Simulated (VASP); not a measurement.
AlNi3: single point with PBE

The system is AlNi3.

```
Al Ni
1.0
     0.00000    2.65438    2.65438
     2.65438    0.00000    2.65438
     2.65438    2.65438    0.00000
Al Ni
1 3
Direct
  0.50000 0.50000 0.50000
  0.25000 0.25000 0.25000
  0.00000 0.00000 0.00000
  0.75000 0.75000 0.75000
```

```json
{
  "Program": "VASP 6.6.1",
  "Task": "single point",
  "Functional": "PBE",
  "Potentials or basis": "VASP PAW PBE potentials, release 64 (Al, Ni)",
  "Cutoff": "520 eV",
  "k mesh": "14 × 14 × 14",
  "Occupations": "gaussian, width 0.15 eV",
  "Spin": "collinear spin, ferromagnetic start",
  "Starting moments": "[0.0, 0.375, 0.375, 0.375] μB",
  "Fixed moment": "1.125 μB"
}
```

- Pressure: 57.5 GPa
- Net moment: 1.12 μB per cell
- Site moments: Al +0.01; Ni +0.32, +0.44 (each value once) μB
- Valence electrons inside the program's atomic spheres: Al 0.94; Ni 9.81, 9.75 (each value once)

Wall time 6 min on 1 thread of Intel Xeon 8259CL, with other jobs on the host, peak memory 0.28 GiB.

Caveat: the cell stands under pressure; the total moment is fixed, so each spin has its own Fermi level.
